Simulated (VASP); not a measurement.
Set up this calculation in VASP 6.6.1, as the native input.

```yaml
Task: single point
Functional: LDA
Potentials_or_basis: VASP PAW LDA potentials, release 64 (Al, N)
Cutoff: 520 eV
k_mesh: 6 × 6 × 4
Occupations: gaussian, width 0.1 eV
Spin: no spin polarisation
Dipole_correction: no
Further_INCAR_settings: ALGO = Normal; EDIFF = 1e-06; NBANDS = 16
```

The structure of AlN lies in POSCAR:

```
AlN
1.0
    3.1120000000      0.0000000000      0.0000000000
   -1.5560000000      2.6950710566      0.0000000000
    0.0000000000      0.0000000000      4.9820000000
Al N
2 2
Direct
    0.3333333333      0.6666666667      0.0000000000
    0.6666666667      0.3333333333      0.5000000000
    0.3333333333      0.6666666667      0.3820000000
    0.6666666667      0.3333333333      0.8820000000
```

One way to write it, as run:

INCAR

```
PREC = Accurate
ENCUT = 520
EDIFF = 1E-6
ISMEAR = 0
SIGMA = 0.1
LREAL = False
LASPH = True
NELM = 100
ALGO = Normal
ISIF = 2
LWAVE = False
LCHARG = False
GGA = CA
NBANDS = 16
```

KPOINTS

```
regular mesh
0
Gamma
  6 6 4
```

Potentials or basis: VASP PAW LDA potentials, release 64 (Al, N).

Launch:

```sh
$ cat potpaw_LDA.64/Al/POTCAR potpaw_LDA.64/N/POTCAR > POTCAR
$ mpirun -np 1 vasp_std > vasp.out
```

It gave:

The pressure is -4.1 GPa, the largest force is 0.013 eV/Å and the band gap on the k mesh is 4.22 eV.

Caveat: the cell stands under tension.

Run time: 18 s on 1 thread of Intel Xeon 8259CL, on a shared host, peak memory 0.14 GiB.
